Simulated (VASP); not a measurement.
# Cu (P6/mmm) in VASP: a series of runs

Cu is run at these levels: PBE; tasks: single point.

All numbers are computed with VASP 6.6.1; they aren't measurements. Logs are shortened: lines on timing, memory, paths and dates and some standing lists are left out, and cuts for length are marked.

## Step 1: The cell of the first run

The structure is hexagonal, space group P6/mmm (No. 191). The conventional cell has a = 2.112 Å, b = 2.112 Å, c = 2.021 Å, α = 90.00°, β = 90.00°, γ = 120.00°. Cu (site symmetry 6/mmm) has 8 Cu at 2.02 to 2.11 Å within 2.7 Å.

## Step 2: Single point, PBE (volume scaled by 0.6)

Input file INCAR:

```
  ALGO = Normal
  EDIFF = 1E-7
  ENCUT = 520
  GGA = PE
  ISIF = 2
  ISMEAR = -1
  LASPH = T
  LCHARG = F
  LREAL = F
  LWAVE = F
  NBANDS = 12
  NELM = 100
  PREC = Accurate
  SIGMA = 0.05
```

Input file KPOINTS:

```
k-points
0
Gamma
  17 17 16
```

Input file POSCAR:

```
Cu
1.0
    2.1120062255      0.0000000000      0.0000000000
   -1.0560031128      1.8290510443      0.0000000000
    0.0000000000      0.0000000000      2.0208706230
Cu
1
Direct
    0.0000000000      0.0000000000      0.0000000000
```

Potentials or basis: VASP PAW PBE potentials, release 64 (Cu).

On the command line:

```console
> cat potpaw_PBE.64/Cu/POTCAR > POTCAR
> mpirun -np 1 vasp_std > vasp.out
```

OUTCAR:

```text
EDIFF = 1E-7
   ENCUT = 520
   GGA = PE
   ISIF = 2
   ISMEAR = -1
   LASPH = T
   LREAL = F
   NELM = 100
   PREC = Accurate

 ion  position               nearest neighbor table
   1  0.000  0.000  0.000-

  LATTYP: Found a hexagonal cell.
 ALAT       =     2.1120062255
 C/A-ratio  =     0.9568488003

  Lattice vectors:

 A1 = (   2.1120062255,   0.0000000000,   0.0000000000)
 A2 = (  -1.0560031128,   1.8290510443,   0.0000000000)
 A3 = (   0.0000000000,   0.0000000000,   2.0208706230)

Analysis of symmetry for initial positions (statically):
=====================================================================
 Subroutine PRICEL returns:
 Original cell was already a primitive cell.

 Routine SETGRP: Setting up the symmetry group for a
 hexagonal supercell.

 Subroutine GETGRP returns: Found 24 space group operations
 (whereof 24 operations were pure point group operations)
 out of a pool of 24 trial point group operations.

The static configuration has the point symmetry D_6h.

Analysis of symmetry for dynamics (positions and initial velocities):
=====================================================================
 Subroutine PRICEL returns:
 Original cell was already a primitive cell.

 Routine SETGRP: Setting up the symmetry group for a
 hexagonal supercell.

 Subroutine GETGRP returns: Found 24 space group operations
 (whereof 24 operations were pure point group operations)
 out of a pool of 24 trial point group operations.

The dynamic configuration has the point symmetry D_6h.

 Subroutine INISYM returns: Found 24 space group operations
 (whereof 24 operations are pure point group operations),
 and found     1 'primitive' translations

----------------------------------------------------------------------------------------

                                     Primitive cell

  volume of cell :       7.8066

  direct lattice vectors                    reciprocal lattice vectors
     2.112006226  0.000000000  0.000000000     0.473483453  0.273365799  0.000000000
    -1.056003113  1.829051044  0.000000000     0.000000000  0.546731598  0.000000000
     0.000000000  0.000000000  2.020870623     0.000000000  0.000000000  0.494836230

  length of vectors
     2.112006226  2.112006226  2.020870623     0.546731598  0.546731598  0.494836230

  position of ions in fractional coordinates (direct lattice)
     0.000000000  0.000000000  0.000000000

  ion indices of the primitive-cell ions
   primitive index   ion index
                 1           1

----------------------------------------------------------------------------------------

 KPOINTS: k-points

Automatic generation of k-mesh.
 Grid dimensions read from file:
 generate k-points for:   17   17   16

 Generating k-lattice:

  Cartesian coordinates                     Fractional coordinates (reciprocal lattice)
     0.027851968  0.016080341  0.000000000     0.058823529  0.000000000  0.000000000
     0.000000000  0.032160682  0.000000000     0.000000000  0.058823529  0.000000000
     0.000000000  0.000000000  0.030927264     0.000000000  0.000000000  0.062500000

  Length of vectors
     0.032160682  0.032160682  0.030927264

  Shift w.r.t. Gamma in fractional coordinates (k-lattice)
     0.000000000  0.000000000  0.000000000

 Subroutine IBZKPT returns following result:
 ===========================================

 Found    297 irreducible k-points:

 Following reciprocal coordinates:
            Coordinates               Weight
  0.000000  0.000000  0.000000      1.000000
  0.058824  0.000000  0.000000      6.000000
  0.117647  0.000000  0.000000      6.000000
  0.176471  0.000000  0.000000      6.000000
  0.235294  0.000000  0.000000      6.000000
  0.294118  0.000000  0.000000      6.000000
[... 16 lines left out ...]
  0.411765  0.117647  0.000000     12.000000
  0.176471  0.176471  0.000000      6.000000
 [... further k-points ...]
   k-points           NKPTS =    297   k-points in BZ     NKDIM =    297   number of bands    NBANDS=     12
   number of dos      NEDOS =    301   number of ions     NIONS =      1
   total plane-waves  NPLWV =   4096
   dimension x,y,z NGX =    16 NGY =   16 NGZ =   16
   dimension x,y,z NGXF=    32 NGYF=   32 NGZF=   32
   ions per type =               1
   NGX,Y,Z   is equivalent  to a cutoff of  12.59, 12.59, 13.16 a.u.
   NGXF,Y,Z  is equivalent  to a cutoff of  25.19, 25.19, 26.32 a.u.
 SYSTEM =  unknown system
   PREC   = accura    normal or accurate (medium, high low for compatibility)
   ISTART =      0    job   : 0-new  1-cont  2-samecut
   ICHARG =      2    charge: 1-file 2-atom 10-const
   ISPIN  =      1    spin polarized calculation?
   LNONCOLLINEAR =      F non collinear calculations
   LSORBIT =      F    spin-orbit coupling
   LASPH  =      T    aspherical Exc in radial PAW
   ENCUT  =  520.0 eV  38.22 Ry    6.18 a.u.   3.93  3.93  3.76*2*pi/ulx,y,z
   NELM   =    100;   NELMIN=  2; NELMDL= -5     # of ELM steps
[... 119 lines left out ...]
      3       8.5832      2.00000
      4      10.6067      2.00000
      5      11.3641      2.00000
      6      12.0677      2.00000
      7      31.1047      0.00000
      8      38.7805      0.00000
      9      40.7564      0.00000
     10      42.1527      0.00000
     11      44.1376      0.00000
     12      58.8888      0.00000

 k-point     6 :       0.2941    0.0000    0.0000
  band No.  band energies     occupation
      1       4.6957      2.00000
      2       7.3359      2.00000
      3       8.8033      2.00000
      4      11.0448      2.00000
      5      11.1837      2.00000
      6      12.0028      2.00000
      7      27.8342      0.00000
      8      37.0983      0.00000
      9      41.9636      0.00000
     10      42.5560      0.00000
     11      44.2107      0.00000
     12      59.1422      0.00000

 k-point     7 :       0.3529    0.0000    0.0000
  band No.  band energies     occupation
      1       5.4686      2.00000
      2       7.3787      2.00000
      3       9.4954      2.00000
      4      10.7700      2.00000
      5      11.7364      2.00000
      6      11.9448      2.00000
      7      24.8207      0.00000
      8      35.7358      0.00000
      9      41.8340      0.00000
     10      44.3270      0.00000
     11      44.5804      0.00000
     12      56.6223      0.00000

 k-point     8 :       0.4118    0.0000    0.0000
  band No.  band energies     occupation
      1       5.7570      2.00000
      2       7.5647      2.00000
      3      10.5534      2.00000
      4      10.5702      2.00000
      5      11.9013      2.00000
      6      12.1776      2.00000
      7      22.2819      0.00000
      8      34.7648      0.00000
      9      41.7486      0.00000
     10      44.4598      0.00000
     11      46.7476      0.00000
     12      54.1948      0.00000
[... 166 lines left out ...]
 k-point    20 :       0.2353    0.1176    0.0000
  band No.  band energies     occupation
      1       5.1448      2.00000
      2       7.4959      2.00000
      3       8.3004      2.00000
      4      11.0266      2.00000
      5      11.7391      2.00000
      6      11.8994      2.00000
      7      28.0871      0.00000
      8      32.6948      0.00000
      9      43.1646      0.00000
     10      44.2218      0.00000
     11      46.9984      0.00000
     12      56.0580      0.00000

 k-point    21 :       0.2941    0.1176    0.0000
  band No.  band energies     occupation
      1       5.9340      2.00000
      2       7.4624      2.00000
      3       8.8090      2.00000
      4      10.7976      2.00000
      5      11.8173      2.00000
      6      12.5465      2.00000
      7      25.0659      0.00000
      8      31.5807      0.00000
      9      44.5054      0.00000
     10      45.1758      0.00000
     11      46.6339      0.00000
     12      56.7381      0.00000

 k-point    22 :       0.3529    0.1176    0.0000
  band No.  band energies     occupation
      1       6.1921      2.00000
      2       7.6233      2.00000
      3       9.5382      2.00000
      4      10.6311      2.00000
      5      11.7555      2.00000
      6      13.4243      2.00000
      7      22.4614      0.00000
      8      30.7945      0.00000
      9      44.8286      0.00000
     10      46.2932      0.00000
     11      47.3457      0.00000
     12      54.4717      0.00000

 k-point    23 :       0.4118    0.1176    0.0000
  band No.  band energies     occupation
      1       6.2014      2.00000
      2       7.7671      2.00000
      3      10.0807      2.00000
      4      10.5436      2.00000
      5      11.7224      2.00000
      6      14.1898      0.59999
      7      20.7356      0.00000
      8      30.3812      0.00000
      9      45.0778      0.00000
     10      46.0723      0.00000
     11      49.5249      0.00000
     12      52.2623      0.00000

 k-point    24 :       0.1765    0.1765    0.0000
  band No.  band energies     occupation
      1       5.1091      2.00000
      2       7.7281      2.00000
      3       7.8896      2.00000
      4      11.0807      2.00000
      5      11.7766      2.00000
      6      11.8738      2.00000
      7      29.4718      0.00000
      8      31.1199      0.00000
      9      42.9868      0.00000
     10      44.2704      0.00000
     11      49.3034      0.00000
     12      53.6374      0.00000

 [... further k-points ...]
[... 5 lines left out ...]
  --------------------------------------------------------------------------------------
  -------------------------------------------------------------------------------------
  Total       10.4317418     10.4317418     10.3842718     -0.0000000      0.0000000      0.0000000
  in kB     2140.9566904   2140.9566906   2131.2141805     -0.0000001      0.0000000      0.0000000
  external PRESSURE =    2137.7091872 kB  Pullay stress =       0.0000000 kB

 VOLUME and BASIS-vectors are now :
 -----------------------------------------------------------------------------
  energy-cutoff  :      520.00
  volume of cell :        7.81
      direct lattice vectors                 reciprocal lattice vectors
     2.112006226  0.000000000  0.000000000     0.473483453  0.273365799  0.000000000
    -1.056003113  1.829051044  0.000000000     0.000000000  0.546731598  0.000000000
     0.000000000  0.000000000  2.020870623     0.000000000  0.000000000  0.494836230

 POSITION                                       TOTAL-FORCE (eV/Angst)
 -----------------------------------------------------------------------------------
      0.00000      0.00000      0.00000         0.000000      0.000000      0.000000
 -----------------------------------------------------------------------------------
    total drift:                               -0.000000      0.000000      0.000000

  FREE ENERGIE OF THE ION-ELECTRON SYSTEM (eV)
  ---------------------------------------------------
  free  energy   TOTEN  =        -1.3491024730 eV

  energy  without entropy=       -1.3478657275  energy(sigma->0) =       -1.34848410
```

Wall time 9.3 s (1 thread of Intel Xeon 6975P-C (Granite Rapids), shared host); peak memory 0.13 GiB.

Results:

```yaml
Free_energy: -1.3491 eV
Pressure: 213.8 GPa
```

Levels at points of the mesh, in eV from the Fermi level:
```csv
k point,band 4,band 5,band 6,band 7,band 8,band 9
"(0.00, 0.00, 0.00)",-4.84,-1.92,-1.92,23.01,26.06,29.55
"(0.00, 0.00, 0.50)",-4.22,-3.50,-3.50,4.23,32.18,35.91
```

Caveat: the cell differs from its parent crystal (volume scaled by 0.6).

## Step 3: Single point, PBE

This run uses another cell than the first one, of 8.85 Å³/atom, 1.133 times its volume.

Input file INCAR:

```
SYSTEM = Cu
ALGO     = Normal         ! electronic algorithm
EDIFF    = 1E-6           ! SCF threshold, eV
ENCUT    = 520            ! plane-wave cutoff, eV
GGA      = PE             ! functional
ISIF     = 2              ! what is computed and relaxed
ISMEAR   = -1             ! smearing method
LASPH    = .TRUE.         ! aspherical terms in the spheres
LCHARG   = .TRUE.         ! write CHGCAR
LELF     = .TRUE.         ! ELF
LREAL    = .FALSE.        ! projectors in reciprocal space
LVHAR    = .TRUE.       
LWAVE    = .FALSE.        ! write WAVECAR
NBANDS   = 12             ! bands
NELM     = 80             ! most SCF steps
PREC     = Accurate       ! precision mode
SIGMA    = 0.05           ! smearing width, eV
```

Input file KPOINTS:

```
k-points
0
G
  17 17 16
  0 0 0
```

Input file POSCAR:

```
Cu
1.0
    2.1999147254      0.0000000000      0.0000000000
   -1.0999573627      1.9051820384      0.0000000000
    0.0000000000      0.0000000000      2.1109350335
Cu
1
Direct
    0.0000000000      0.0000000000      0.0000000000
```

Potentials or basis: VASP PAW PBE potentials, release 64 (Cu).

On the command line:

```console
> cat potpaw_PBE.64/Cu/POTCAR > POTCAR
> mpirun -np 1 vasp_std > vasp.out
```

It took 7.7 s on 1 thread of Intel Xeon 6975P-C (Granite Rapids), shared host; peak memory 0.14 GiB.

The run converged. Its results:

```yaml
Free_energy: -2.4015 eV
Pressure: 118.9 GPa
```

Stress tensor (GPa, compression positive):
```
119.10   0.00   0.00
  0.00 119.10   0.00
  0.00   0.00 118.50
```

Levels at points of the mesh, in eV from the Fermi level:
| k point | band 2 | band 3 | band 4 | band 5 | band 6 | band 7 | band 8 | band 9 | band 10 | band 11 |
| --- | --- | --- | --- | --- | --- | --- | --- | --- | --- | --- |
| (0.00, 0.00, 0.00) | -6.31 | -4.19 | -4.19 | -1.78 | -1.78 | 21.36 | 25.28 | 27.20 | 30.35 | 30.35 |
| (0.00, 0.00, 0.50) | -3.83 | -3.83 | -3.54 | -3.07 | -3.07 | 3.43 | 30.93 | 34.32 | 34.32 | 34.83 |

## Step 4: Single point, PBE

Input file INCAR:

```
PREC = Accurate
ENCUT = 520
EDIFF = 1E-6
ISMEAR = -1
SIGMA = 0.05
LREAL = F
LASPH = T
NELM = 80
ALGO = Normal
ISIF = 2
LWAVE = F
LCHARG = F
GGA = PE
NBANDS = 12
```

Input file KPOINTS:

```
regular mesh
0
Gamma
  17 17 16
```

POSCAR is that of step 3.

On the command line:

```console
> cat potpaw_PBE.64/Cu/POTCAR > POTCAR
> mpirun -np 1 vasp_std > vasp.out
```

Wall time 8.7 s (1 thread of Intel Xeon 6975P-C (Granite Rapids), shared host); peak memory 0.13 GiB.

Results (log left out):

| Quantity | Value |
| --- | --- |
| Free energy | -2.4015 eV |
| Pressure | 118.9 GPa |

Stress tensor (GPa, compression positive):
```
119.10   0.00   0.00
  0.00 119.10   0.00
  0.00   0.00 118.50
```

Levels at points of the mesh, in eV from the Fermi level:
```tsv
k point	band 2	band 3	band 4	band 5	band 6	band 7	band 8	band 9	band 10	band 11
(0.00, 0.00, 0.00)	-6.31	-4.19	-4.19	-1.78	-1.78	21.36	25.28	27.20	30.35	30.35
(0.00, 0.00, 0.50)	-3.83	-3.83	-3.54	-3.07	-3.07	3.43	30.93	34.32	34.32	34.83
```

## Step 5: Single point, PBE (volume scaled by 0.76)

Input file INCAR:

```
SYSTEM = Cu
PREC = Accurate
ENCUT = 520
EDIFF = 1E-6
ISMEAR = -1
SIGMA = 0.05
LREAL = .False.
LASPH = .True.
NELM = 100
ALGO = Normal
ISIF = 2
LWAVE = .False.
LCHARG = .True.
GGA = PE
LELF = .True.
LVHAR = .True.
NBANDS = 12
```

Input file KPOINTS:

```
Automatic mesh
0
Gamma
  17 17 16
  0 0 0
```

Input file POSCAR:

```
Cu
1.0
    2.2808045951      0.0000000000      0.0000000000
   -1.1404022976      1.9752347205      0.0000000000
    0.0000000000      0.0000000000      2.1949017365
Cu
1
Direct
    0.0000000000      0.0000000000      0.0000000000
```

On the command line:

```console
> cat potpaw_PBE.64/Cu/POTCAR > POTCAR
> mpirun -np 1 vasp_std > vasp.out
```

It took 17 s on 1 thread of Intel Xeon 6975P-C (Granite Rapids), shared host; peak memory 0.14 GiB.

It converged, with:

```
Free energy : -2.9827 eV
Pressure    : 64.5 GPa
```

Stress tensor (GPa, compression positive):
```
64.63  0.00  0.00
 0.00 64.63  0.00
 0.00  0.00 64.19
```

Levels at points of the mesh, in eV from the Fermi level:
| k point | band 3 | band 4 | band 5 | band 6 | band 7 | band 8 | band 9 | band 10 |
| --- | --- | --- | --- | --- | --- | --- | --- | --- |
| (0.00, 0.00, 0.00) | -3.69 | -3.69 | -1.67 | -1.67 | 19.94 | 24.52 | 25.29 | 28.27 |
| (0.00, 0.00, 0.50) | -3.40 | -2.98 | -2.73 | -2.73 | 2.83 | 29.77 | 32.90 | 32.90 |

Caveat: the cell differs from its parent crystal (volume scaled by 0.76).

## Step 6: Single point, PBE (volume scaled by 0.84)

Input file INCAR:

```
SYSTEM = Cu
PREC = Accurate
ENCUT = 520
EDIFF = 1E-7
ISMEAR = -1
SIGMA = 0.05
LREAL = .FALSE.
LASPH = .TRUE.
NELM = 60
ALGO = Normal
ISIF = 2
LWAVE = .FALSE.
LCHARG = .FALSE.
GGA = PE
NBANDS = 12
```

Input file KPOINTS:

```
Automatic mesh
0
G
  17 17 16
  0 0 0
```

Input file POSCAR:

```
Cu
1.0
    2.3556972693      0.0000000000      0.0000000000
   -1.1778486346      2.0400936788      0.0000000000
    0.0000000000      0.0000000000      2.2741440861
Cu
1
Direct
    0.0000000000      0.0000000000      0.0000000000
```

Potentials or basis: VASP PAW PBE potentials, release 64 (Cu).

On the command line:

```console
> cat potpaw_PBE.64/Cu/POTCAR > POTCAR
> mpirun -np 1 vasp_std > vasp.out
```

Wall time 22 s (1 thread of Intel Xeon 6975P-C (Granite Rapids), shared host); peak memory 0.15 GiB.

It converged, with:

```
Free energy : -3.2887 eV
Pressure    : 32.1 GPa
```

Stress tensor (GPa, compression positive):
```
32.29  0.00  0.00
 0.00 32.29  0.00
 0.00  0.00 31.87
```

Levels at points of the mesh, in eV from the Fermi level:
```csv
k point,band 2,band 3,band 4,band 5,band 6,band 7,band 8,band 9,band 10,band 11
"(0.00, 0.00, 0.00)",-4.87,-3.30,-3.30,-1.57,-1.57,18.71,23.68,23.80,26.50,26.50
"(0.00, 0.00, 0.50)",-3.06,-3.06,-2.52,-2.46,-2.46,2.36,28.72,31.37,31.63,31.63
```

Caveat: the cell differs from its parent crystal (volume scaled by 0.84).

## Step 7: Summary

```tsv
cell	gap on the mesh (eV)	pressure (GPa)
a = 2.112, b = 2.112, c = 2.021 Å, angles 90.0, 90.0, 120.0°, 1 atom	none	213.8
a = 2.200, b = 2.200, c = 2.111 Å, angles 90.0, 90.0, 120.0°, 1 atom	none	118.9
a = 2.281, b = 2.281, c = 2.195 Å, angles 90.0, 90.0, 120.0°, 1 atom	none	64.5
a = 2.356, b = 2.356, c = 2.274 Å, angles 90.0, 90.0, 120.0°, 1 atom	none	32.1
```

Alike in all rows: task single point; level PBE; potentials or basis VASP PAW PBE potentials, release 64 (Cu); no spin polarisation; k mesh 17 × 17 × 16; cutoff (eV) 520; smearing fermi-dirac 0.05 eV.

Absolute energies hang on the potentials; compare differences alone.
